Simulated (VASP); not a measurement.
# LaHg2 (Cmmm) in VASP: notebook, part 2 of 2

VASP 6.6.1. The steps go on from the part before.

## 3. Electric field gradients, LDA (shortest bond scaled by 0.58)

The input, INCAR:

```
SYSTEM = LaHg2
ALGO = Normal ; EDIFF = 1E-8
ENCUT = 410 ; GGA = CA
GGA_COMPAT = .False. ; ISIF = 2
ISMEAR = -1 ; LASPH = .True.
LCHARG = .False. ; LEFG = .True.
LMAXMIX = 6 ; LREAL = .False.
LWAVE = .False. ; NBANDS = 32
NELM = 200 ; PREC = Accurate
SIGMA = 0.05
```

The input, KPOINTS:

```
k-points
0
Gamma
  7 7 8
  0 0 0
```

The input, POSCAR:

```
LaHg2
1.0
    4.9580000000      0.0000000000      0.0000000000
   -2.4790000000      4.2937539520      0.0000000000
    0.0000000000      0.0000000000      3.6400000000
La Hg
1 2
Direct
    0.0000000000      0.0000000000      0.0000000000
    0.1933333333      0.5966666667      0.5000000000
    0.8066666667      0.4033333333      0.5000000000
```

Potentials or basis: VASP PAW LDA potentials, release 64 (La, Hg_sv_GW).

The run is started by

```console
$ cat potpaw_LDA.64/La/POTCAR potpaw_LDA.64/Hg_sv_GW/POTCAR > POTCAR
$ mpirun -np 1 vasp_std > vasp.out
```

OUTCAR:

```text
SYSTEM = LaHg2
   EDIFF = 1E-8
   ENCUT = 410
   GGA = CA
   ISIF = 2
   ISMEAR = -1
   LASPH = .True.
   LREAL = .False.
   NELM = 200
   PREC = Accurate

 ion  position               nearest neighbor table
   1  0.000  0.000  0.000-   2 3.19   2 3.19   3 3.19   3 3.19   3 3.19   3 3.19   2 3.19   2 3.19

   2  0.193  0.597  0.500-   3 1.66   1 3.19   1 3.19   1 3.19   1 3.19
   3  0.807  0.403  0.500-   2 1.66   1 3.19   1 3.19   1 3.19   1 3.19

  LATTYP: Found a hexagonal cell.
 ALAT       =     4.9580000000
 C/A-ratio  =     0.7341670028

  Lattice vectors:

 A1 = (   4.9580000000,   0.0000000000,   0.0000000000)
 A2 = (  -2.4790000000,   4.2937539520,   0.0000000000)
 A3 = (   0.0000000000,   0.0000000000,   3.6400000000)

Analysis of symmetry for initial positions (statically):
=====================================================================
 Subroutine PRICEL returns:
 Original cell was already a primitive cell.

 Routine SETGRP: Setting up the symmetry group for a
 hexagonal supercell.

 Subroutine GETGRP returns: Found  8 space group operations
 (whereof  8 operations were pure point group operations)
 out of a pool of 24 trial point group operations.

The static configuration has the point symmetry D_2h.

Analysis of symmetry for dynamics (positions and initial velocities):
=====================================================================
 Subroutine PRICEL returns:
 Original cell was already a primitive cell.

 Routine SETGRP: Setting up the symmetry group for a
 hexagonal supercell.

 Subroutine GETGRP returns: Found  8 space group operations
[... 167 lines left out ...]
      6     -56.8885      2.00000
[... 829 lines left out ...]
     31       9.6280      0.00000
     32       9.6879      0.00000

 [... further k-points ...]

------------------------ aborting loop because EDIFF is reached ----------------------------------------

  FORCE on cell =-STRESS in cart. coord.  units (eV):
  Direction    XX          YY          ZZ          XY          YZ          ZX
  --------------------------------------------------------------------------------------
  -------------------------------------------------------------------------------------
  Total      127.8087990     45.7254007      2.4900212     71.0863082      0.0000000      0.0000000
  in kB     2642.5686363    945.4162054     51.4835602   1469.7771192      0.0000000      0.0000000
  external PRESSURE =    1213.1561340 kB  Pullay stress =       0.0000000 kB

 VOLUME and BASIS-vectors are now :
 -----------------------------------------------------------------------------
  energy-cutoff  :      410.00
  volume of cell :       77.49
      direct lattice vectors                 reciprocal lattice vectors
     4.958000000  0.000000000  0.000000000     0.201694232  0.116448219  0.000000000
    -2.479000000  4.293753952  0.000000000     0.000000000  0.232896438  0.000000000
     0.000000000  0.000000000  3.640000000     0.000000000  0.000000000  0.274725275

 POSITION                                       TOTAL-FORCE (eV/Angst)
 -----------------------------------------------------------------------------------
      0.00000      0.00000      0.00000         0.000000      0.000000      0.000000
     -0.52059      2.56194      1.82000        91.558754     52.861472     -0.000000
      2.99959      1.73181      1.82000       -91.558754    -52.861472      0.000000
 -----------------------------------------------------------------------------------
    total drift:                                0.000000     -0.000000     -0.000000

  FREE ENERGIE OF THE ION-ELECTRON SYSTEM (eV)
  ---------------------------------------------------
  free  energy   TOTEN  =        16.1730028268 eV

  energy  without entropy=       16.1995940846  energy(sigma->0) =       16.18629846

 Electric field gradients (V/A^2)
---------------------------------------------------------------------
 ion       V_xx      V_yy      V_zz      V_xy      V_xz      V_yz
---------------------------------------------------------------------
   1      79.103   -40.194   -38.909   103.315    -0.000    -0.000
   2    -127.392   -77.123   204.515   -43.543     0.000    -0.000
   3    -127.392   -77.123   204.515   -43.543     0.000     0.000
---------------------------------------------------------------------

 Electric field gradients after diagonalization (V/A^2)
 (convention: |V_zz| > |V_xx| > |V_yy|)
----------------------------------------------------------------------
 ion       V_xx      V_yy      V_zz     asymmetry (V_yy - V_xx)/ V_zz
----------------------------------------------------------------------
   1     -99.843   -38.909   138.753       0.439
   2    -152.534   -51.981   204.515       0.492
   3    -152.534   -51.981   204.515       0.492
----------------------------------------------------------------------

           NMR quadrupolar parameters

 Cq : quadrupolar parameter    Cq=e*Q*V_zz/h
 eta: asymmetry parameters     (V_yy - V_xx)/ V_zz
 Q  : nuclear electric quadrupole moment in mb (millibarn)
----------------------------------------------------------------------
 ion       Cq(MHz)       eta       Q (mb)
----------------------------------------------------------------------
   1       0.336       0.439       1.000
   2       0.495       0.492       1.000
   3       0.495       0.492       1.000
----------------------------------------------------------------------
```

OSZICAR:

```text
N       E                     dE             d eps       ncg     rms          rms(c)
DAV:   1     0.745611664510E+03    0.74561E+03   -0.26942E+04  7048   0.215E+03
DAV:   2     0.148370069945E+03   -0.59724E+03   -0.55714E+03  5872   0.775E+02
DAV:   3     0.303128465140E+02   -0.11806E+03   -0.11100E+03  7920   0.276E+02
[... 11 lines left out ...]
DAV:  15     0.161730030314E+02    0.19005E-04   -0.14755E-04  7344   0.763E-02    0.216E-02
DAV:  16     0.161730023221E+02   -0.70927E-06   -0.91376E-06  9536   0.193E-02    0.210E-02
DAV:  17     0.161730027590E+02    0.43687E-06   -0.64177E-06  7184   0.156E-02    0.278E-03
DAV:  18     0.161730028272E+02    0.68205E-07   -0.56432E-07  7136   0.621E-03    0.145E-03
DAV:  19     0.161730028268E+02   -0.41291E-09   -0.15301E-08  5184   0.138E-03
   1 F= 0.16173003E+02 E0= 0.16186298E+02  d E =-.265913E-01
```

stdout:

```text
POSCAR found type information on POSCAR LaHg
 POSCAR found :  2 types and       3 ions
 scaLAPACK will be used
 LDA part: xc-table for (Slater(with rela. corr.)+CA(PZ))
 , standard interpolation
 POSCAR, INCAR and KPOINTS ok, starting setup
 FFT: planning ... GRIDC
 FFT: planning ... GRID_SOFT
 FFT: planning ... GRID
 WAVECAR not read
 entering main loop
ion   1

ion   2

ion   3
```

Wall time 3.2 min (1 thread of Intel Xeon Platinum 8259CL at 2.50GHz (Skylake/Cascade Lake), shared host); peak memory 0.28 GiB.

What came out:

| Quantity | Value |
| --- | --- |
| Free energy | 16.1730 eV |
| Pressure | 121.3 GPa |
| Largest force | 105.723 eV/Å |
| Band gap on the k mesh | zero (an odd number of electrons rules out a gap without spin polarisation) |
| Largest electric field gradient by atom | La +138.8; Hg +204.5 V/Å² |

Forces in eV/Å, atoms in the order of the input:
```
La    0.000   0.000   0.000
Hg   91.559  52.861   0.000
Hg  -91.559 -52.861   0.000
```

Levels at points of the mesh, in eV from the Fermi level:
```tsv
k point	band 22	band 23	band 24	band 25	band 26	band 27	band 28	band 29	band 30	band 31
(0.00, 0.00, 0.00)	-5.45	-4.94	-1.36	-0.16	0.12	0.24	0.92	1.41	1.44	1.56
(0.00, 0.00, 0.50)	-5.21	-5.11	-3.57	-1.48	0.82	1.21	1.23	1.23	1.44	1.58
```

Electric field gradients, principal values (V/Å²):
| atom | least | middle | greatest (by size) |
| --- | --- | --- | --- |
| 1 La | -38.909 | -99.843 | 138.753 |
| 2 Hg | -51.981 | -152.534 | 204.515 |
| 3 Hg | -51.981 | -152.534 | 204.515 |

Caveat: the cell differs from its parent crystal (shortest bond scaled by 0.58); atoms lie so close that the PAW spheres overlap strongly, which falsifies energies and pressures; the stress differs along the axes, from 5 to 264 GPa; without QUAD_EFG the Cq values of the log hold for a quadrupole moment of 1 mb, not for the nuclei; spin-orbit coupling is left out, which moves the levels of the heavy elements; forces of over 1 eV/Å act on the atoms, so gaps and moduli don't describe the material at rest.
